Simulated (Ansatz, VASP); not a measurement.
## MoH3 in VASP and in Ansatz

```
H Mo
1.0
     0.00000    2.25781    2.25781
     2.25781    0.00000    2.25781
     2.25781    2.25781    0.00000
H Mo
3 1
Direct
  0.25000 0.25000 0.25000
  0.75000 0.75000 0.75000
  0.50000 0.50000 0.50000
  0.00000 0.00000 0.00000
```

Change from the starting cell: species swapped into the EuCd3 type (Fm-3m, No. 225).

Alike in both runs: functional PBE; k mesh 5 × 5 × 5; occupations gaussian, width 0.15 eV; no spin polarisation.

Ansatz relaxed the structure, and its values are those at the end. VASP's run is a single point on that final structure, the one shown.

|  | VASP | Ansatz |
| --- | --- | --- |
| version | VASP 6.6.1 | Ansatz 0.2.0 |
| potentials or method | VASP PAW PBE potentials, release 64 (H, Mo_sv), cutoff 500 eV | scalar-relativistic, plane waves, PAW |
| valence electrons in the cell | 17 | 17 |

```csv
,VASP,Ansatz,Ansatz less VASP
gap on the k mesh at the Fermi level (eV),none,none,-
pressure (GPa),-0.1,-0.1,-0.04
```

A gap of «none» marks a metal or a gap that the smearing closes. With one functional, cell and mesh, what is left measures potentials, basis and numerics.

The k mesh is coarse, so the values compare programs but aren't converged.
